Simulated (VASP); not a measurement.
Input of a VASP 6.6.1 run:

INCAR

```
PREC = Accurate
ENCUT = 520
EDIFF = 1E-6
ISMEAR = -1
SIGMA = 0.1
LREAL = False
LASPH = True
NELM = 100
ALGO = Normal
ISIF = 2
LWAVE = False
LCHARG = False
GGA = PE
NBANDS = 12
```

File KPOINTS:

```
Automatic mesh
0
Gamma
  19 19 19
```

The input POSCAR:

```
Nb
1.0
    0.0000000000      2.0115575120      2.0115575120
    2.0115575120      0.0000000000      2.0115575120
    2.0115575120      2.0115575120      0.0000000000
Nb
1
Direct
    0.0000000000      0.0000000000      0.0000000000
```

Potentials or basis: VASP PAW PBE potentials, release 64 (Nb_sv).

Run with:

```sh
$ cat potpaw_PBE.64/Nb_sv/POTCAR > POTCAR
$ mpirun -np 1 vasp_std > vasp.out
```

Problem. Estimate the band gap on the k mesh.

Solution. Zero (an odd number of electrons rules out a gap without spin polarisation).

Problem. Predict the pressure.

Solution. 29.6 GPa.

Caveat: the cell stands under pressure.
